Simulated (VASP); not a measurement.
# Be18HF in VASP: single point with PBE+D3(BJ)

Aim: the single point of Be18HF with PBE+D3(BJ).

Everything below comes from runs of VASP 6.6.1. Logs are shortened: lines on timing, memory, paths and dates and some standing lists are left out, and cuts for length are marked.

## Step 1: The cell of the first run

The cell holds a slab with vacuum, 20 atoms: a = 4.580 Å, b = 6.870 Å, c = 15.588 Å, α = 90.00°, β = 90.00°, γ = 60.00°.

## Step 2: Single point, PBE+D3(BJ)

INCAR reads:

```
SYSTEM = Be18HF
ALGO = Normal ; EDIFF = 1E-6
ENCUT = 520 ; GGA = PE
ISIF = 2 ; ISMEAR = 0
IVDW = 12 ; LASPH = .True.
LCHARG = .True. ; LELF = .True.
LREAL = Auto ; LVHAR = .True.
LWAVE = .False. ; NBANDS = 38
NELM = 60 ; PREC = Accurate
SIGMA = 0.15
```

KPOINTS reads:

```
k-points
0
Gamma
  5 4 1
  0 0 0
```

POSCAR reads:

```
Be18HF
1.0
    4.5800000000      0.0000000000      0.0000000000
    3.4350000000      5.9495950000      0.0000000000
    0.0000000000      0.0000000000     15.5884300000
Be F H
18 1 1
Direct
    0.0000000000      0.0000000000      0.0641501400
    0.5000000000      0.0000000000      0.0641501400
    0.0000000200      0.3333333100      0.0641501400
    0.5000000200      0.3333333100      0.0641501400
    0.0000000400      0.6666666100      0.0641501400
    0.5000000400      0.6666666100      0.0641501400
   -0.1667100501      0.2229256253      0.1816906813
    0.3329271471      0.2228371613      0.1776232446
   -0.1592685426      0.5510641690      0.1826751558
    0.3295371876      0.5543683079      0.1781226818
   -0.1679881626      0.8907100525      0.1794909294
    0.3295225209      0.8931225479      0.1805381519
    0.0049968261     -0.0060531273      0.2874335034
    0.5132675239     -0.0176347253      0.2988949973
   -0.0111167142      0.3346054958      0.2963343535
    0.5134413842      0.3409027806      0.2991136000
   -0.0100557666      0.6812133086      0.2938874043
    0.5014896862      0.6716672774      0.2988179070
    0.3338104167      0.2228910919      0.3613790504
    0.3173840900      0.5781685387      0.3497037358
```

Potentials or basis: VASP PAW PBE potentials, release 64 (Be, F, H).

Started as:

```sh
$ cat potpaw_PBE.64/Be/POTCAR potpaw_PBE.64/F/POTCAR potpaw_PBE.64/H/POTCAR > POTCAR
$ mpirun -np 1 vasp_std > vasp.out
```

OUTCAR:

```text
SYSTEM = Be18HF
   EDIFF = 1E-6
   ENCUT = 520
   GGA = PE
   ISIF = 2
   ISMEAR = 0
   IVDW = 12
   LASPH = .True.
   LREAL = Auto
   NELM = 60
   PREC = Accurate
 IVDW          = 12

 ion  position               nearest neighbor table
   1  0.000  0.000  0.064-  11 2.23  12 2.24   7 2.26   2 2.29   2 2.29   4 2.29   3 2.29   6 2.29
                             5 2.29
   2  0.500  0.000  0.064-   8 2.21  11 2.23  12 2.24   1 2.29   1 2.29   3 2.29   4 2.29   5 2.29
                             6 2.29
   3  0.000  0.333  0.064-   8 2.21   9 2.26   7 2.26   5 2.29   6 2.29   4 2.29   4 2.29   2 2.29
                             1 2.29
   4  0.500  0.333  0.064-   8 2.21  10 2.21   7 2.26   6 2.29   5 2.29   3 2.29   3 2.29   1 2.29
                             2 2.29
   5  0.000  0.667  0.064-  10 2.21  11 2.24   9 2.27   3 2.29   4 2.29   6 2.29   6 2.29   2 2.29
                             1 2.29
   6  0.500  0.667  0.064-  10 2.23  12 2.26   9 2.29   4 2.29   3 2.29   5 2.29   5 2.29   1 2.29
                             2 2.29
   7  0.833  0.223  0.182-  13 2.14  15 2.20  16 2.23   3 2.26   4 2.26   1 2.26  12 2.27   9 2.27
                            11 2.29   8 2.29   8 2.29  10 2.29
   8  0.333  0.223  0.178-   4 2.21   3 2.21   2 2.21   9 2.26  10 2.27  12 2.27  11 2.28   7 2.29
                             7 2.29  15 2.30  16 2.37  14 2.37
   9  0.841  0.551  0.183-  15 2.19  17 2.21  10 2.25   8 2.26  18 2.26   3 2.26   5 2.27   7 2.27
[... 13 lines left out ...]
  16  0.513  0.341  0.299-  20 1.62  19 1.72  15 2.16   7 2.23  18 2.25  10 2.28  13 2.33   8 2.37
                            17 2.37
  17  0.990  0.681  0.294-  20 1.56  14 2.13  11 2.18  13 2.19   9 2.21  10 2.25  18 2.27  18 2.31
                            16 2.37  15 2.38
  18  0.501  0.672  0.299-  20 1.51  14 2.16  16 2.25  13 2.25   9 2.26  12 2.27  17 2.27  15 2.28
                            17 2.31  10 2.33
  19  0.334  0.223  0.361-  15 1.70  16 1.72  14 1.73
  20  0.317  0.578  0.350-  18 1.51  17 1.56  16 1.62

  LATTYP: Found a simple monoclinic cell.
 ALAT       =     4.5800000000
 B/A-ratio  =     3.4035873362
 C/A-ratio  =     1.3228757576
 COS(beta)  =    -0.1889822219

  Lattice vectors:

 A1 = (   4.5800000000,   0.0000000000,   0.0000000000)
 A2 = (   0.0000000000,   0.0000000000, -15.5884300000)
 A3 = (  -1.1450000000,   5.9495950000,   0.0000000000)

Analysis of symmetry for initial positions (statically):
=====================================================================
 Subroutine PRICEL returns:
 Original cell was already a primitive cell.

 Routine SETGRP: Setting up the symmetry group for a
 simple monoclinic supercell.

 Subroutine GETGRP returns: Found  1 space group operations
 (whereof  1 operations were pure point group operations)
 out of a pool of  4 trial point group operations.

The static configuration has the point symmetry C_1 .

Analysis of symmetry for dynamics (positions and initial velocities):
=====================================================================
 Subroutine PRICEL returns:
 Original cell was already a primitive cell.

 Routine SETGRP: Setting up the symmetry group for a
 simple monoclinic supercell.

 Subroutine GETGRP returns: Found  1 space group operations
 (whereof  1 operations were pure point group operations)
 out of a pool of  4 trial point group operations.

The dynamic configuration has the point symmetry C_1 .

 Subroutine INISYM returns: Found  1 space group operations
 (whereof  1 operations are pure point group operations),
 and found     1 'primitive' translations

----------------------------------------------------------------------------------------

                                     Primitive cell

  volume of cell :     424.7714

  direct lattice vectors                    reciprocal lattice vectors
     4.580000000  0.000000000  0.000000000     0.218340611 -0.126059001  0.000000000
     3.435000000  5.949595000  0.000000000     0.000000000  0.168078668  0.000000000
     0.000000000  0.000000000 15.588430000     0.000000000  0.000000000  0.064150142

  length of vectors
     4.580000000  6.870000412 15.588430000     0.252118016  0.168078668  0.064150142

  position of ions in fractional coordinates (direct lattice)
     0.000000000  0.000000000  0.064150140
     0.500000000  0.000000000  0.064150140
     0.000000020  0.333333310  0.064150140
     0.500000020  0.333333310  0.064150140
     0.000000040  0.666666610  0.064150140
     0.500000040  0.666666610  0.064150140
[... 12 lines left out ...]
     0.333810417  0.222891092  0.361379050
     0.317384090  0.578168539  0.349703736

  ion indices of the primitive-cell ions
   primitive index   ion index
                 1           1
                 2           2
                 3           3
                 4           4
                 5           5
                 6           6
[... 12 lines left out ...]
                19          19
                20          20

----------------------------------------------------------------------------------------

 KPOINTS: k-points

Automatic generation of k-mesh.
 Grid dimensions read from file:
 generate k-points for:    5    4    1

 Generating k-lattice:

  Cartesian coordinates                     Fractional coordinates (reciprocal lattice)
     0.043668122 -0.025211800  0.000000000     0.200000000 -0.000000000  0.000000000
     0.000000000  0.042019667  0.000000000     0.000000000  0.250000000  0.000000000
     0.000000000  0.000000000  0.064150142     0.000000000  0.000000000  1.000000000

  Length of vectors
     0.050423603  0.042019667  0.064150142

  Shift w.r.t. Gamma in fractional coordinates (k-lattice)
     0.000000000  0.000000000  0.000000000

 Subroutine IBZKPT returns following result:
 ===========================================

 Found     11 irreducible k-points:

 Following reciprocal coordinates:
            Coordinates               Weight
  0.000000  0.000000  0.000000      1.000000
  0.200000  0.000000  0.000000      2.000000
  0.400000  0.000000  0.000000      2.000000
  0.000000  0.250000  0.000000      2.000000
  0.200000  0.250000  0.000000      2.000000
  0.400000  0.250000  0.000000      2.000000
 -0.400000  0.250000  0.000000      2.000000
 -0.200000  0.250000  0.000000      2.000000
  0.000000  0.500000  0.000000      1.000000
  0.200000  0.500000  0.000000      2.000000
  0.400000  0.500000  0.000000      2.000000
   k-points           NKPTS =     11   k-points in BZ     NKDIM =     11   number of bands    NBANDS=     38
   number of dos      NEDOS =    301   number of ions     NIONS =     20
   total plane-waves  NPLWV = 233280
   dimension x,y,z NGX =    36 NGY =   54 NGZ =  120
   dimension x,y,z NGXF=    72 NGYF=  108 NGZF=  240
   ions per type =              18   1   1
   NGX,Y,Z   is equivalent  to a cutoff of  13.07, 13.07, 12.80 a.u.
   NGXF,Y,Z  is equivalent  to a cutoff of  26.13, 26.13, 25.60 a.u.
 SYSTEM =  Be18HF
   PREC   = accura    normal or accurate (medium, high low for compatibility)
   ISTART =      0    job   : 0-new  1-cont  2-samecut
   ICHARG =      2    charge: 1-file 2-atom 10-const
   ISPIN  =      1    spin polarized calculation?
   LNONCOLLINEAR =      F non collinear calculations
   LSORBIT =      F    spin-orbit coupling
   LASPH  =      T    aspherical Exc in radial PAW
   ENCUT  =  520.0 eV  38.22 Ry    6.18 a.u.   8.52 12.77 28.98*2*pi/ulx,y,z
   NELM   =     60;   NELMIN=  2; NELMDL= -5     # of ELM steps
   EDIFF  = 0.1E-05   stopping-criterion for ELM
   LREAL  =      T    real-space projection
   EDIFFG = 0.1E-04   stopping-criterion for IOM
   NSW    =      0    number of steps for IOM
   IBRION =     -1    ionic relax: 0-MD 1-quasi-New 2-CG
   NFREE  =      0    steps in history (QN), initial steepest desc. (CG)
   ISIF   =      2    stress and relaxation
   ISYM   =      2    0-nonsym 1-usesym 2-fastsym
   POTIM  = 0.5000    time-step for ionic-motion
   TEBEG  =    0.0;   TEEND  =   0.0 temperature during run
   PSTRESS=    0.0 pullay stress
   NELECT =      44.0000    total number of electrons
   NUPDOWN=      -1.0000    fix difference up-down
   EMIN   =  10.00;   EMAX   =-10.00  energy-range for DOS
   EFERMI =   0.00;   METHOD = LEGACY
   ISMEAR =     0;   SIGMA  =   0.15  broadening in eV -4-tet -1-fermi 0-gaus
   EFERMI_NEDOS =   21; number of points for ismear=-14 and -15
   IALGO  =     38    algorithm
   IMIX   =      4    mixing-type and parameters
     AMIX     =   0.40;   BMIX     =  1.00
     AMIX_MAG =   1.60;   BMIX_MAG =  1.00
  volume/ion in A,a.u.               =      21.24       143.32
  Fermi-wavevector in a.u.,A,eV,Ry     =   0.768848  1.452913  8.042780  0.591128
  Thomas-Fermi vector in A             =   1.869710
   LORBIT       =      0    0 simple, 1 ext, 2 COOP (PROOUT), +10 PAW based schemes
   GGA     = PE    functional components
   LHFCALC =     F    Hartree Fock is set to
   AEXX    =    0.0000 exact exchange contribution
   IVDW    =    12    specifies the selected vdW correction
   LEPSILON=     F    determine dielectric tensor
   LRPA    =     F    only Hartree local field effects (RPA)
 non-spin polarized calculation
 Gauss-broadening in eV      SIGMA  =   0.15
  energy-cutoff  :      520.00
  volume of cell :      424.77
 maximum number of plane-waves:     11487
 NGX is ok and might be reduce to    36
   NGX = 17   NGY = 25   NGZ = 57

 number of electron      44.0000000 magnetization

 Free energy of the ion-electron system (eV)
  ---------------------------------------------------
  ext. energy  EPLUGINS =         0.00000000
  ---------------------------------------------------
  free energy    TOTEN  =       -71.15898792 eV

  energy without entropy =      -71.13987262  energy(sigma->0) =      -71.14943027

 E-fermi :  -0.7233     XC(G=0):  -5.0494

 val. band max:       -0.8076897144   @ k =   0.4000   0.0000   0.0000
 cond. band min:      -0.5216913834   @ k =   0.4000   0.5000   0.0000
 fundamental gap:      0.2859983310
 Fermi energy:        -0.7233117749

 k-point     1 :       0.0000    0.0000    0.0000
  band No.  band energies     occupation
      1     -27.3000      2.00000
      2     -10.7337      2.00000
      3      -9.5931      2.00000
      4      -9.1460      2.00000
      5      -9.1064      2.00000
      6      -8.5822      2.00000
[... 396 lines left out ...]
     33       4.3041      0.00000
     34       4.4052      0.00000
 [bands above 34 left out]

------------------------ aborting loop because EDIFF is reached ----------------------------------------

 Edisp (eV)   -4.18710

 E8    (eV) :    -1.5110

  FORCE on cell =-STRESS in cart. coord.  units (eV):
  Direction    XX          YY          ZZ          XY          YZ          ZX
  --------------------------------------------------------------------------------------
  -------------------------------------------------------------------------------------
  Total     -14.61024   -12.35100     0.03735     0.36747    -0.01469     0.00218
  in kB     -55.10776   -46.58623     0.14089     1.38606    -0.05541     0.00822
  external pressure =      -33.85 kB  Pullay stress =        0.00 kB

 VOLUME and BASIS-vectors are now :
 -----------------------------------------------------------------------------
  energy-cutoff  :      520.00
  volume of cell :      424.77
      direct lattice vectors                 reciprocal lattice vectors
     4.580000000  0.000000000  0.000000000     0.218340611 -0.126059001  0.000000000
     3.435000000  5.949595000  0.000000000     0.000000000  0.168078668  0.000000000
     0.000000000  0.000000000 15.588430000     0.000000000  0.000000000  0.064150142

 POSITION                                       TOTAL-FORCE (eV/Angst)
 -----------------------------------------------------------------------------------
      0.00000      0.00000      1.00000         0.017986     -0.027262      0.114858
      2.29000      0.00000      1.00000        -0.027689     -0.103847     -0.015682
      1.14500      1.98320      1.00000        -0.008951      0.098437      0.099276
      3.43500      1.98320      1.00000         0.003899      0.076857     -0.092575
      2.29000      3.96640      1.00000        -0.028358     -0.063580      0.033816
      4.58000      3.96640      1.00000         0.040122      0.019506     -0.171235
[... 12 lines left out ...]
      2.29448      1.32611      5.63333         0.007083      0.002280      0.053024
      3.43963      3.43987      5.45133        -0.009834     -0.012522      0.011804
 -----------------------------------------------------------------------------------
    total drift:                                0.002230      0.001412     -0.001584

  FREE ENERGIE OF THE ION-ELECTRON SYSTEM (eV)
  ---------------------------------------------------
  free  energy   TOTEN  =       -75.3460855212 eV

  energy  without entropy=      -75.3269702267  energy(sigma->0) =      -75.33652787
```

Wall time 8.2 min (1 thread of Intel Xeon 6975P-C (Granite Rapids), shared host); peak memory 0.54 GiB.

Results:

| Property | Result |
| --- | --- |
| Free energy | -75.3461 eV |
| Largest force | 0.177 eV/Å |
| Band gap on the k mesh | zero (bands 22 and 23 overlap by 0.77 eV) |
| Dispersion energy per atom | -0.209 eV |

Forces on the atoms (eV/Å):
```
Be   0.018 -0.027  0.115
Be  -0.028 -0.104 -0.016
Be  -0.009  0.098  0.099
Be   0.004  0.077 -0.093
Be  -0.028 -0.064  0.034
Be   0.040  0.020 -0.171
Be  -0.002  0.004 -0.006
Be   0.002 -0.002  0.003
Be  -0.006  0.003  0.000
Be   0.001  0.000  0.014
Be   0.001  0.003  0.001
Be   0.007 -0.006 -0.005
Be  -0.016 -0.005  0.015
Be   0.001 -0.031 -0.014
Be  -0.025  0.014 -0.018
Be   0.033  0.022 -0.019
Be  -0.004 -0.002  0.003
Be   0.015  0.010 -0.008
F    0.007  0.002  0.053
H   -0.010 -0.013  0.012
```
